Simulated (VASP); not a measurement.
# TiH (Fm-3m) in VASP: single point with PBEsol

Aim: the single point of TiH with PBEsol.

Everything below comes from runs of VASP 6.6.1. Logs are shortened: lines on timing, memory, paths and dates and some standing lists are left out, and cuts for length are marked.

**1. The cell of the first run**

The structure is cubic, space group Fm-3m (No. 225). Conventional cell: a = 4.179 Å, b = 4.179 Å, c = 4.179 Å, α = 90.00°, β = 90.00°, γ = 90.00°. Within 2.8 Å of Ti (site symmetry m-3m) lie 6 H at 2.09 Å. Within 2.8 Å of H (site symmetry m-3m) lie 6 Ti at 2.09 Å.

**2. Single point, PBEsol**

INCAR

```
PREC = Accurate ; ENCUT = 500
EDIFF = 1E-6 ; ISMEAR = 0
SIGMA = 0.15 ; LREAL = False
LASPH = True ; NELM = 120
ALGO = Normal ; ISIF = 2
LWAVE = False ; LCHARG = False
GGA = PS ; NBANDS = 14
GGA_COMPAT = False
```

KPOINTS

```
regular mesh
0
Gamma
  30 30 30
```

POSCAR

```
TiH
1.0
    0.0000000000      2.0896972200      2.0896972200
    2.0896972200      0.0000000000      2.0896972200
    2.0896972200      2.0896972200      0.0000000000
Ti H
1 1
Direct
    0.0000000000      0.0000000000      0.0000000000
    0.5000000000      0.5000000000      0.5000000000
```

Potentials or basis: VASP PAW PBE potentials, release 64 (Ti_sv, H).

The run is started by

```sh
cat potpaw_PBE.64/Ti_sv/POTCAR potpaw_PBE.64/H/POTCAR > POTCAR
mpirun -np 1 vasp_std > vasp.out
```

OUTCAR:

```text
PREC = Accurate
   ENCUT = 500
   EDIFF = 1E-6
   ISMEAR = 0
   LREAL = False
   LASPH = True
   NELM = 120
   ISIF = 2
   GGA = PS

 ion  position               nearest neighbor table
   1  0.000  0.000  0.000-
   2  0.500  0.500  0.500-

  LATTYP: Found a face centered cubic cell.
 ALAT       =     4.1793944400

  Lattice vectors:

 A1 = (   0.0000000000,   2.0896972200,   2.0896972200)
 A2 = (   2.0896972200,   0.0000000000,   2.0896972200)
 A3 = (   2.0896972200,   2.0896972200,   0.0000000000)

Analysis of symmetry for initial positions (statically):
=====================================================================
 Subroutine PRICEL returns:
 Original cell was already a primitive cell.

 Routine SETGRP: Setting up the symmetry group for a
 face centered cubic supercell.

 Subroutine GETGRP returns: Found 48 space group operations
 (whereof 48 operations were pure point group operations)
 out of a pool of 48 trial point group operations.

The static configuration has the point symmetry O_h .

Analysis of symmetry for dynamics (positions and initial velocities):
=====================================================================
 Subroutine PRICEL returns:
 Original cell was already a primitive cell.

 Routine SETGRP: Setting up the symmetry group for a
 face centered cubic supercell.

 Subroutine GETGRP returns: Found 48 space group operations
 (whereof 48 operations were pure point group operations)
 out of a pool of 48 trial point group operations.

The dynamic configuration has the point symmetry O_h .

 Subroutine INISYM returns: Found 48 space group operations
 (whereof 48 operations are pure point group operations),
 and found     1 'primitive' translations

----------------------------------------------------------------------------------------

                                     Primitive cell

  volume of cell :      18.2507

  direct lattice vectors                    reciprocal lattice vectors
     0.000000000  2.089697220  2.089697220    -0.239269113  0.239269113  0.239269113
     2.089697220  0.000000000  2.089697220     0.239269113 -0.239269113  0.239269113
     2.089697220  2.089697220  0.000000000     0.239269113  0.239269113 -0.239269113

  length of vectors
     2.955278150  2.955278150  2.955278150     0.414426260  0.414426260  0.414426260

  position of ions in fractional coordinates (direct lattice)
     0.000000000  0.000000000  0.000000000
[... 87 lines left out ...]
   TEBEG  =    0.0;   TEEND  =   0.0 temperature during run
   PSTRESS=    0.0 pullay stress
   NELECT =      13.0000    total number of electrons
   NUPDOWN=      -1.0000    fix difference up-down
   EMIN   =  10.00;   EMAX   =-10.00  energy-range for DOS
   EFERMI =   0.00;   METHOD = LEGACY
   ISMEAR =     0;   SIGMA  =   0.15  broadening in eV -4-tet -1-fermi 0-gaus
   EFERMI_NEDOS =   21; number of points for ismear=-14 and -15
   IALGO  =     38    algorithm
   IMIX   =      4    mixing-type and parameters
     AMIX     =   0.40;   BMIX     =  1.00
     AMIX_MAG =   1.60;   BMIX_MAG =  1.00
  volume/ion in A,a.u.               =       9.13        61.58
  Fermi-wavevector in a.u.,A,eV,Ry     =   1.462051  2.762876 29.083729  2.137594
  Thomas-Fermi vector in A             =   2.578310
   LORBIT       =      0    0 simple, 1 ext, 2 COOP (PROOUT), +10 PAW based schemes
   GGA     = PS    functional components
   LHFCALC =     F    Hartree Fock is set to
   AEXX    =    0.0000 exact exchange contribution
   IVDW    =     0    specifies the selected vdW correction
   LEPSILON=     F    determine dielectric tensor
   LRPA    =     F    only Hartree local field effects (RPA)
 non-spin polarized calculation
 Gauss-broadening in eV      SIGMA  =   0.15
  energy-cutoff  :      500.00
  volume of cell :       18.25
 maximum number of plane-waves:       483
 NGX is ok and might be reduce to    24
   NGX = 11   NGY = 11   NGZ = 11

 number of electron      12.9999996 magnetization

 Free energy of the ion-electron system (eV)
  ---------------------------------------------------
  ext. energy  EPLUGINS =         0.00000000
  ---------------------------------------------------
  free energy    TOTEN  =       -12.43025227 eV

  energy without entropy =      -12.40889422  energy(sigma->0) =      -12.41957324

 E-fermi :   8.6666     XC(G=0): -12.0559

 val. band max:        8.6653777440   @ k =  -0.2667   0.1667   0.0667
 cond. band min:       8.6681589780   @ k =   0.4667   0.1667   0.0000
 fundamental gap:      0.0027812340
 Fermi energy:         8.6665850966

 k-point     1 :       0.0000    0.0000    0.0000
  band No.  band energies     occupation
      1     -47.8182      2.00000
      2     -23.8516      2.00000
      3     -23.8516      2.00000
      4     -23.8516      2.00000
      5      -0.8144      2.00000
      6       9.3488      0.00000
      7       9.3488      0.00000
      8       9.3488      0.00000
      9      10.8318      0.00000
     10      10.8318      0.00000
     11      19.3357      0.00000
     12      23.2290      0.00000
     13      24.9048      0.00000
     14      24.9048      0.00000
[... 377 lines left out ...]
      1     -47.7614      2.00000
      2     -24.1862      2.00000
      3     -23.8985      2.00000
      4     -23.8894      2.00000
      5       0.8903      2.00000
      6       8.0226      2.00000
      7       9.4158      0.00000
      8       9.4739      0.00000
      9      10.8026      0.00000
     10      11.0632      0.00000
     11      15.9489      0.00000
     12      21.9581      0.00000
     13      25.6863      0.00000
     14      26.8935      0.00000

 [... further k-points ...]

------------------------ aborting loop because EDIFF is reached ----------------------------------------

  FORCE on cell =-STRESS in cart. coord.  units (eV):
  Direction    XX          YY          ZZ          XY          YZ          ZX
  --------------------------------------------------------------------------------------
  -------------------------------------------------------------------------------------
  Total       -0.4411511     -0.4411511     -0.4411511     -0.0000000     -0.0000000     -0.0000000
  in kB      -38.7273530    -38.7273530    -38.7273530     -0.0000000     -0.0000000     -0.0000000
  external PRESSURE =     -38.7273530 kB  Pullay stress =       0.0000000 kB

 VOLUME and BASIS-vectors are now :
 -----------------------------------------------------------------------------
  energy-cutoff  :      500.00
  volume of cell :       18.25
      direct lattice vectors                 reciprocal lattice vectors
     0.000000000  2.089697220  2.089697220    -0.239269113  0.239269113  0.239269113
     2.089697220  0.000000000  2.089697220     0.239269113 -0.239269113  0.239269113
     2.089697220  2.089697220  0.000000000     0.239269113  0.239269113 -0.239269113

 POSITION                                       TOTAL-FORCE (eV/Angst)
 -----------------------------------------------------------------------------------
      0.00000      0.00000      0.00000        -0.000000     -0.000000      0.000000
      2.08970      2.08970      2.08970         0.000000      0.000000     -0.000000
 -----------------------------------------------------------------------------------
    total drift:                                0.000000     -0.000000     -0.000000

  FREE ENERGIE OF THE ION-ELECTRON SYSTEM (eV)
  ---------------------------------------------------
  free  energy   TOTEN  =       -12.4302522693 eV

  energy  without entropy=      -12.4088942151  energy(sigma->0) =      -12.41957324
```

stdout:

```text
POSCAR found type information on POSCAR TiH
 POSCAR found :  2 types and       2 ions
 scaLAPACK will be used
 -----------------------------------------------------------------------------
|                                                                             |
|                                                                             |
|     You enforced a specific xc type in the INCAR file but a different       |
|     I HOPE YOU KNOW WHAT YOU ARE DOING!                                     |
|                                                                             |
 -----------------------------------------------------------------------------

 LDA part: xc-table for (Slater+PW92), standard interpolation
 POSCAR, INCAR and KPOINTS ok, starting setup
 FFT: planning ... GRIDC
 FFT: planning ... GRID_SOFT
 FFT: planning ... GRID
 WAVECAR not read
 entering main loop
```

Run time: 82 s. Hardware: 1 thread of Intel Xeon Platinum 8488C (Sapphire Rapids), shared host; peak memory 0.29 GiB.

Results:

```yaml
Free_energy: -12.4303 eV
Pressure: -3.9 GPa
Band_gap_on_the_k_mesh: zero (an odd number of electrons rules out a gap without spin polarisation)
```

Levels at points of the mesh, in eV from the Fermi level:
| k point | band 4 | band 5 | band 6 | band 7 | band 8 | band 9 |
| --- | --- | --- | --- | --- | --- | --- |
| (0.00, 0.00, 0.00) | -32.52 | -9.48 | 0.68 | 0.68 | 0.68 | 2.17 |
| (0.50, 0.00, 0.00) | -32.59 | -5.01 | -3.13 | 0.28 | 0.28 | 3.30 |
| (0.50, 0.50, 0.00) | -32.73 | -6.78 | -1.85 | 1.60 | 3.22 | 3.65 |

Caveat: the cell stands under tension; the PAW data sets were made with another functional, which shifts forces and pressure a little.
